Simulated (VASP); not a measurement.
# Bi (C2/m) in VASP: further runs

The runs below take Bi through single point, relaxation of cell and atoms, with PBE.

Everything below comes from runs of VASP 6.6.1. Logs are shortened: lines on timing, memory, paths and dates and some standing lists are left out, and cuts for length are marked.

## (1) The cell of the first run

The structure is monoclinic, space group C2/m (No. 12). Conventional cell: a = 3.515 Å, b = 5.983 Å, c = 3.376 Å, α = 90.00°, β = 117.45°, γ = 90.00°. Bi (site symmetry 2/m) has 14 Bi at 3.38 to 4.24 Å within 4.4 Å.

## (2) Single point, PBE

Input file INCAR:

```
SYSTEM = Bi
PREC = Accurate
ENCUT = 520
EDIFF = 1E-7
ISMEAR = 0
SIGMA = 0.1
LREAL = .FALSE.
LASPH = .TRUE.
NELM = 60
ALGO = Fast
ISIF = 2
LWAVE = .FALSE.
LCHARG = .TRUE.
GGA = PE
LELF = .TRUE.
LVHAR = .TRUE.
NBANDS = 14
```

Input file KPOINTS:

```
Automatic mesh
0
G
  6 6 4
  0 0 0
```

Input file POSCAR:

```
Bi
1.0
    1.7569564408     -2.9914485325     -0.0510965384
    1.7569564408      2.9914485325     -0.0510965384
   -1.8715282146      0.0000000000      3.0512837858
Bi
1
Direct
    0.5000000000      0.5000000000      0.5000000000
```

Potentials or basis: VASP PAW PBE potentials, release 64 (Bi_d).

The run is started by

```bash
$ cat potpaw_PBE.64/Bi_d/POTCAR > POTCAR
$ mpirun -np 1 vasp_std > vasp.out
```

OUTCAR:

```text
SYSTEM = Bi
   PREC = Accurate
   ENCUT = 520
   EDIFF = 1E-7
   ISMEAR = 0
   LREAL = .FALSE.
   LASPH = .TRUE.
   NELM = 60
   ISIF = 2
   GGA = PE

 ion  position               nearest neighbor table
   1  0.500  0.500  0.500-

  Warning from LATTYP: Got some problem with cell dimensions!
  Tried to take original basis but could not verify dimensions!
  LATTYP: Found a base centered monoclinic cell.
 ALAT       =     3.5153985783
 B/A-ratio  =     1.7019114424
 C/A-ratio  =     0.9602277926
 COS(beta)  =    -0.4609455390

  Lattice vectors:

 A1 = (  -1.7569564408,   2.9914485325,   0.0510965384)
 A2 = (  -1.7569564408,  -2.9914485325,   0.0510965384)
 A3 = (   1.6423846670,   0.0000000000,   2.9490907090)

Analysis of symmetry for initial positions (statically):
=====================================================================
 Subroutine PRICEL returns:
 Original cell was already a primitive cell.

 Routine SETGRP: Setting up the symmetry group for a
 base centered monoclinic supercell.

 Subroutine GETGRP returns: Found  4 space group operations
 (whereof  4 operations were pure point group operations)
 out of a pool of  4 trial point group operations.

The static configuration has the point symmetry C_2h.

Analysis of symmetry for dynamics (positions and initial velocities):
=====================================================================
 Subroutine PRICEL returns:
 Original cell was already a primitive cell.

 Routine SETGRP: Setting up the symmetry group for a
 base centered monoclinic supercell.

 Subroutine GETGRP returns: Found  4 space group operations
 (whereof  4 operations were pure point group operations)
 out of a pool of  4 trial point group operations.

The dynamic configuration has the point symmetry C_2h.

 Subroutine INISYM returns: Found  4 space group operations
 (whereof  4 operations are pure point group operations),
 and found     1 'primitive' translations

----------------------------------------------------------------------------------------

                                     Primitive cell

  volume of cell :      31.5020

  direct lattice vectors                    reciprocal lattice vectors
     1.756956441 -2.991448533 -0.051096538     0.289751604 -0.167143106  0.177721359
     1.756956441  2.991448533 -0.051096538     0.289751604  0.167143106  0.177721359
    -1.871528215  0.000000000  3.051283786     0.009704311  0.000000000  0.333683120

  length of vectors
     3.469621177  3.469621177  3.579518208     0.378784492  0.378784492  0.333824202

  position of ions in fractional coordinates (direct lattice)
     0.500000000  0.500000000  0.500000000

  ion indices of the primitive-cell ions
   primitive index   ion index
                 1           1

----------------------------------------------------------------------------------------

 KPOINTS: Automatic mesh

Automatic generation of k-mesh.
 Grid dimensions read from file:
 generate k-points for:    6    6    4

 Generating k-lattice:

  Cartesian coordinates                     Fractional coordinates (reciprocal lattice)
     0.048291934 -0.027857184  0.029620227     0.166666667  0.000000000 -0.000000000
     0.048291934  0.027857184  0.029620227     0.000000000  0.166666667 -0.000000000
     0.002426078  0.000000000  0.083420780     0.000000000  0.000000000  0.250000000

  Length of vectors
     0.063130749  0.063130749  0.083456051

  Shift w.r.t. Gamma in fractional coordinates (k-lattice)
     0.000000000  0.000000000  0.000000000

 Subroutine IBZKPT returns following result:
 ===========================================

 Found     47 irreducible k-points:

 Following reciprocal coordinates:
            Coordinates               Weight
  0.000000  0.000000  0.000000      1.000000
  0.166667  0.000000  0.000000      4.000000
  0.333333 -0.000000  0.000000      4.000000
  0.500000 -0.000000  0.000000      2.000000
  0.166667  0.166667  0.000000      2.000000
  0.333333  0.166667  0.000000      4.000000
[... 16 lines left out ...]
 -0.333333  0.166667  0.250000      4.000000
 -0.166667  0.166667  0.250000      4.000000
 [... further k-points ...]
   k-points           NKPTS =     47   k-points in BZ     NKDIM =     47   number of bands    NBANDS=     14
   number of dos      NEDOS =    301   number of ions     NIONS =      1
   total plane-waves  NPLWV =  21952
   dimension x,y,z NGX =    28 NGY =   28 NGZ =   28
   dimension x,y,z NGXF=    56 NGYF=   56 NGZF=   56
   ions per type =               1
   NGX,Y,Z   is equivalent  to a cutoff of  13.42, 13.42, 13.00 a.u.
   NGXF,Y,Z  is equivalent  to a cutoff of  26.83, 26.83, 26.01 a.u.
 SYSTEM =  Bi
   PREC   = accura    normal or accurate (medium, high low for compatibility)
   ISTART =      0    job   : 0-new  1-cont  2-samecut
   ICHARG =      2    charge: 1-file 2-atom 10-const
   ISPIN  =      1    spin polarized calculation?
   LNONCOLLINEAR =      F non collinear calculations
   LSORBIT =      F    spin-orbit coupling
   LASPH  =      T    aspherical Exc in radial PAW
   ENCUT  =  520.0 eV  38.22 Ry    6.18 a.u.   6.45  6.45  6.66*2*pi/ulx,y,z
   NELM   =     60;   NELMIN=  2; NELMDL= -5     # of ELM steps
   EDIFF  = 0.1E-06   stopping-criterion for ELM
   LREAL  =      F    real-space projection
   EDIFFG = 0.1E-05   stopping-criterion for IOM
   NSW    =      0    number of steps for IOM
   IBRION =     -1    ionic relax: 0-MD 1-quasi-New 2-CG
   NFREE  =      0    steps in history (QN), initial steepest desc. (CG)
   ISIF   =      2    stress and relaxation
   ISYM   =      2    0-nonsym 1-usesym 2-fastsym
   POTIM  = 0.5000    time-step for ionic-motion
   TEBEG  =    0.0;   TEEND  =   0.0 temperature during run
   PSTRESS=    0.0 pullay stress
   NELECT =      15.0000    total number of electrons
   NUPDOWN=      -1.0000    fix difference up-down
   EMIN   =  10.00;   EMAX   =-10.00  energy-range for DOS
   EFERMI =   0.00;   METHOD = LEGACY
   ISMEAR =     0;   SIGMA  =   0.10  broadening in eV -4-tet -1-fermi 0-gaus
   EFERMI_NEDOS =   21; number of points for ismear=-14 and -15
   IALGO  =     68    algorithm
   IMIX   =      4    mixing-type and parameters
     AMIX     =   0.40;   BMIX     =  1.00
     AMIX_MAG =   1.60;   BMIX_MAG =  1.00
  volume/ion in A,a.u.               =      31.50       212.59
  Fermi-wavevector in a.u.,A,eV,Ry     =   1.278378  2.415783 22.235312  1.634249
  Thomas-Fermi vector in A             =   2.410924
   LORBIT       =      0    0 simple, 1 ext, 2 COOP (PROOUT), +10 PAW based schemes
   GGA     = PE    functional components
   LHFCALC =     F    Hartree Fock is set to
   AEXX    =    0.0000 exact exchange contribution
   IVDW    =     0    specifies the selected vdW correction
   LEPSILON=     F    determine dielectric tensor
   LRPA    =     F    only Hartree local field effects (RPA)
 non-spin polarized calculation
 RMM-DIIS sequential band-by-band and
 Gauss-broadening in eV      SIGMA  =   0.10
  energy-cutoff  :      520.00
  volume of cell :       31.50
 maximum number of plane-waves:       860
 NGX is ok and might be reduce to    28

 number of electron      15.0000002 magnetization

 Free energy of the ion-electron system (eV)
  ---------------------------------------------------
  ext. energy  EPLUGINS =         0.00000000
  ---------------------------------------------------
  free energy    TOTEN  =        -3.79679152 eV

  energy without entropy =       -3.79408981  energy(sigma->0) =       -3.79544066

 E-fermi :   7.6429     XC(G=0): -10.2284

 val. band max:        7.6210694462   @ k =   0.5000   0.1667   0.5000
 cond. band min:       7.7742885552   @ k =  -0.3333   0.3333   0.2500
 fundamental gap:      0.1532191090
 Fermi energy:         7.6429447970

 k-point     1 :       0.0000    0.0000    0.0000
  band No.  band energies     occupation
      1     -15.3239      2.00000
      2     -15.2591      2.00000
      3     -15.2471      2.00000
      4     -15.2282      2.00000
      5     -15.1309      2.00000
      6      -5.7192      2.00000
      7      12.0467      0.00000
      8      12.0846      0.00000
      9      13.6382      0.00000
     10      16.0664      0.00000
     11      17.2556      0.00000
     12      18.1408      0.00000
     13      18.5227      0.00000
     14      19.5459      0.00000

 k-point     2 :       0.1667    0.0000    0.0000
  band No.  band energies     occupation
      1     -15.2854      2.00000
      2     -15.2545      2.00000
      3     -15.2370      2.00000
      4     -15.2101      2.00000
      5     -15.1475      2.00000
      6      -5.1441      2.00000
      7       9.8722      0.00000
      8      10.7887      0.00000
      9      11.8166      0.00000
     10      15.6557      0.00000
     11      16.5290      0.00000
     12      18.4289      0.00000
     13      19.0737      0.00000
     14      19.3862      0.00000

 k-point     3 :       0.3333   -0.0000    0.0000
  band No.  band energies     occupation
      1     -15.3059      2.00000
      2     -15.2567      2.00000
      3     -15.1745      2.00000
      4     -15.1608      2.00000
      5     -15.1267      2.00000
      6      -3.5343      2.00000
      7       5.5014      2.00000
      8       9.1187      0.00000
      9      10.5951      0.00000
     10      13.4950      0.00000
     11      15.0371      0.00000
     12      18.3482      0.00000
     13      22.7387      0.00000
     14      22.9784      0.00000
[... 324 lines left out ...]
 k-point    23 :      -0.3333    0.1667    0.2500
  band No.  band energies     occupation
      1     -15.3018      2.00000
      2     -15.2526      2.00000
      3     -15.2036      2.00000
      4     -15.1660      2.00000
      5     -15.1463      2.00000
      6      -4.1334      2.00000
      7       6.3035      2.00000
      8       8.4701      0.00000
      9      10.6259      0.00000
     10      16.4296      0.00000
     11      17.7769      0.00000
     12      19.2397      0.00000
     13      20.1467      0.00000
     14      22.3495      0.00000

 k-point    24 :      -0.1667    0.1667    0.2500
  band No.  band energies     occupation
      1     -15.2776      2.00000
      2     -15.2236      2.00000
      3     -15.2181      2.00000
      4     -15.1915      2.00000
      5     -15.1703      2.00000
      6      -4.3687      2.00000
      7       6.7013      2.00000
      8       9.3242      0.00000
      9      11.1830      0.00000
     10      14.9409      0.00000
     11      18.7931      0.00000
     12      19.5913      0.00000
     13      20.0988      0.00000
     14      21.0630      0.00000

 [... further k-points ...]
[... 5 lines left out ...]
  --------------------------------------------------------------------------------------
  -------------------------------------------------------------------------------------
  Total       -0.0083388      0.0016171     -0.0047901      0.0000000      0.0000000     -0.0020461
  in kB       -0.4241065      0.0822439     -0.2436212      0.0000000      0.0000000     -0.1040617
  external PRESSURE =      -0.1951612 kB  Pullay stress =       0.0000000 kB

 VOLUME and BASIS-vectors are now :
 -----------------------------------------------------------------------------
  energy-cutoff  :      520.00
  volume of cell :       31.50
      direct lattice vectors                 reciprocal lattice vectors
     1.756956441 -2.991448533 -0.051096538     0.289751604 -0.167143106  0.177721359
     1.756956441  2.991448533 -0.051096538     0.289751604  0.167143106  0.177721359
    -1.871528215  0.000000000  3.051283786     0.009704311  0.000000000  0.333683120

 POSITION                                       TOTAL-FORCE (eV/Angst)
 -----------------------------------------------------------------------------------
      0.82119      0.00000      1.47455         0.000000      0.000000      0.000000
 -----------------------------------------------------------------------------------
    total drift:                               -0.000000      0.000000      0.000000

  FREE ENERGIE OF THE ION-ELECTRON SYSTEM (eV)
  ---------------------------------------------------
  free  energy   TOTEN  =        -3.7967915191 eV

  energy  without entropy=       -3.7940898069  energy(sigma->0) =       -3.79544066
```

It took 14 s on 1 thread of Intel Xeon Platinum 8488C (Sapphire Rapids), shared host; peak memory 0.16 GiB.

Results:

```
Free energy : -3.7968 eV
Pressure    : 0.0 GPa
```

Caveat: the k points lie up to 0.52 Å⁻¹ apart; spin-orbit coupling is left out, which moves the levels of the heavy elements.

## (3) Single point, PBE

This run uses another cell than the first one, of the same volume but with other edges.

Input file INCAR:

```
SYSTEM = Bi
  ALGO = Normal
  EDIFF = 1E-6
  ENCUT = 520
  GGA = PE
  ISIF = 2
  ISMEAR = 0
  LASPH = .True.
  LCHARG = .False.
  LREAL = .False.
  LWAVE = .False.
  NBANDS = 14
  NELM = 100
  PREC = Accurate
  SIGMA = 0.1
```

Input file KPOINTS:

```
k-points
0
Gamma
  6 6 6
  0 0 0
```

Input file POSCAR:

```
Bi
1.0
    1.7646569121     -2.9877507013     -0.0568433770
    1.7646569121      2.9877507013     -0.0568433770
   -1.6589954667      0.0000000000      3.0380078562
Bi
1
Direct
    0.0000000000      0.0000000000      0.5000000000
```

Potentials or basis: VASP PAW PBE potentials, release 64 (Bi_d).

The run is started by

```bash
$ cat potpaw_PBE.64/Bi_d/POTCAR > POTCAR
$ mpirun -np 1 vasp_std > vasp.out
```

It took 14 s on 1 thread of Intel Xeon Platinum 8488C (Sapphire Rapids), shared host; peak memory 0.17 GiB.

It converged, with:

- Free energy: -3.7929 eV
- Pressure: -0.1 GPa

Stress tensor (GPa, compression positive):
```
-0.29  0.00 -0.05
 0.00 -0.16  0.00
-0.05  0.00  0.05
```

Levels at points of the mesh, in eV from the Fermi level:
| k point | band 4 | band 5 | band 6 | band 7 | band 8 | band 9 | band 10 | band 11 |
| --- | --- | --- | --- | --- | --- | --- | --- | --- |
| (0.00, 0.00, 0.00) | -22.81 | -22.71 | -13.29 | 4.55 | 4.59 | 6.12 | 8.59 | 9.77 |
| (0.50, 0.00, 0.00) | -22.70 | -22.66 | -9.96 | -4.71 | 1.36 | 2.70 | 5.58 | 6.99 |
| (0.50, 0.50, 0.00) | -22.74 | -22.68 | -10.80 | -5.04 | 3.30 | 5.17 | 7.86 | 9.87 |
| (0.00, 0.00, 0.50) | -22.75 | -22.68 | -10.78 | -5.04 | 3.28 | 5.16 | 7.85 | 9.86 |
| (0.50, 0.00, 0.50) | -22.70 | -22.66 | -9.93 | -4.70 | 1.33 | 2.68 | 5.55 | 6.97 |
| (0.50, 0.50, 0.50) | -22.69 | -22.65 | -8.59 | -2.45 | -2.43 | 0.62 | 3.08 | 5.13 |

Caveat: the k points lie up to 0.39 Å⁻¹ apart; spin-orbit coupling is left out, which moves the levels of the heavy elements.

## (4) Relaxation of cell and atoms, PBE

This run uses another cell than the first one, of the same volume but with other edges.

Input file INCAR:

```
PREC = Accurate
ENCUT = 600
EDIFF = 1E-7
ISMEAR = 0
SIGMA = 0.1
LREAL = False
LASPH = True
NELM = 80
ALGO = Normal
ISIF = 3
LWAVE = False
LCHARG = False
GGA = PE
IBRION = 2
NSW = 90
EDIFFG = -0.04
```

Input file KPOINTS:

```
regular mesh
0
Gamma
  6 6 6
```

Input file POSCAR:

```
Bi
1.0
    1.7576992892     -2.9914485325      0.0000000000
    1.7576992892      2.9914485325      0.0000000000
   -1.5559601174      0.0000000000      2.9955886763
Bi
1
Direct
    0.0000000000      0.0000000000      0.5000000000
```

The run is started by

```bash
$ cat potpaw_PBE.64/Bi_d/POTCAR > POTCAR
$ mpirun -np 1 vasp_std > vasp.out
```

It took 92 s on 1 thread of Intel Xeon Platinum 8488C (Sapphire Rapids), shared host; peak memory 0.18 GiB.

Results (log left out):

```yaml
Free_energy: -3.7929 eV
Relaxed_volume: 31.42 Å³/atom
Relaxed_cell: a = 3.467 Å, b = 3.467 Å, c = 3.468 Å, α = 105.00°, β = 105.00°, γ = 118.90°
Space_group_after_relaxing_to_0.05_Å: I4/mmm (No. 139)
Energy_gained_by_relaxing: 6.6 meV/atom
Ionic_steps: 9
Pressure_after_relaxing: 0.0 GPa
```

The path:
| step | energy change (eV) | largest force (eV/Å) | pressure (GPa) | volume (Å³) |
| --- | --- | --- | --- | --- |
| 1 | 0.0000 | 0.0000 | 0.11 | 31.50 |
| 2 | -0.0028 | 0.0000 | -0.10 | 31.60 |
| 3 | -0.0034 | 0.0000 | -0.21 | 31.67 |
| 4 | -0.0054 | 0.0000 | -0.03 | 31.50 |
| 5 | -0.0030 | 0.0000 | 0.82 | 30.99 |
| 6 | -0.0064 | 0.0000 | 0.17 | 31.36 |
| 7 | -0.0065 | 0.0000 | 0.27 | 31.30 |
| 8 | -0.0063 | 0.0000 | -0.27 | 31.58 |
| 9 | -0.0066 | 0.0000 | 0.03 | 31.42 |

Final structure:
```
CELL_PARAMETERS angstrom
1.76148 -2.98594 -0.06009
1.76148 2.98594 -0.06009
-1.66304 0.00000 3.04340
ATOMIC_POSITIONS crystal
Bi 0.00000 0.00000 0.50000
```

Levels at points of the mesh, in eV from the Fermi level:
```tsv
k point	band 4	band 5	band 6	band 7	band 8	band 9	band 10	band 11
(0.00, 0.00, 0.00)	-22.81	-22.70	-13.30	4.57	4.57	6.15	8.60	9.76
(0.50, 0.00, 0.00)	-22.70	-22.66	-9.93	-4.70	1.35	2.68	5.57	6.98
(0.50, 0.50, 0.00)	-22.74	-22.67	-10.80	-5.04	3.33	5.19	7.89	9.90
(0.00, 0.00, 0.50)	-22.74	-22.67	-10.79	-5.04	3.32	5.19	7.89	9.90
(0.50, 0.00, 0.50)	-22.70	-22.66	-9.94	-4.71	1.36	2.69	5.58	6.98
(0.50, 0.50, 0.50)	-22.69	-22.64	-8.59	-2.45	-2.45	0.65	3.07	5.15
```

Caveat: the k points lie up to 0.39 Å⁻¹ apart in the final cell; spin-orbit coupling is left out, which moves the levels of the heavy elements.

## (5) The runs side by side

```csv
task,cell,k mesh,cutoff (eV),gap on the mesh (eV),pressure (GPa)
single point,"a = 3.470, b = 3.470, c = 3.580 Å, angles 106.1, 106.1, 119.1°, 1 atom",6 × 6 × 4,520,none,0.0
single point,"a = 3.470, b = 3.470, c = 3.461 Å, angles 105.0, 105.0, 118.8°, 1 atom",6 × 6 × 6,520,none,-0.1
relaxation of cell and atoms,"relaxed from a = 3.470, b = 3.470, c = 3.376 Å, angles 103.5, 103.5, 119.1°, 1 atom",6 × 6 × 6,600,none,0.0
```

Alike in all rows: level PBE; potentials or basis VASP PAW PBE potentials, release 64 (Bi_d); no spin polarisation; smearing gaussian 0.1 eV.

Caveats: all runs use coarse meshes; spin-orbit coupling is left out, which moves the levels of the heavy elements.

Absolute energies hang on the potentials; compare differences alone.
